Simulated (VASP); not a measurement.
**AlN: single point with PBE**

The system is AlN.

```
Al N
1.0
     0.00000    2.22070    2.22070
     2.22070    0.00000    2.22070
     2.22070    2.22070    0.00000
Al N
1 1
Direct
  0.00000 0.00000 0.00000
  0.25000 0.25000 0.25000
```

This cell differs from its parent crystal: volume changed by +5%.

```json
{"Program": "VASP 6.6.1", "Task": "single point", "Functional": "PBE", "Potentials or basis": "VASP PAW PBE potentials, release 64 (Al, N)", "Cutoff": "520 eV", "k mesh": "6 × 6 × 6", "Occupations": "gaussian, width 0.01 eV", "Spin": "no spin polarisation", "Dipole correction": "no", "Further INCAR settings": "ALGO = Normal; EDIFF = 1e-06; NBANDS = 11"}
```

* Pressure: -5.0 GPa
* Band gap on the k mesh: 3.29 eV, indirect (least direct gap 3.76 eV)

Levels at points of the mesh, in eV from the valence-band top:
```tsv
k point	band 1	band 2	band 3	band 4	band 5	band 6	band 7	band 8
(0.00, 0.00, 0.00)	-14.70	0.00	0.00	0.00	3.76	12.07	12.07	12.07
(0.50, 0.00, 0.00)	-12.79	-5.65	-0.47	-0.47	6.93	9.52	10.83	10.83
(0.50, 0.50, 0.00)	-12.20	-4.75	-1.72	-1.72	3.29	8.31	13.30	15.12
```

Wall time 3.1 s on 1 thread of Intel(R) Xeon(R) Platinum 8259CL CPU @ 2.50GHz (Skylake/Cascade Lake) (shared host), peak memory 0.13 GiB.

 A k mesh can miss the band edges.
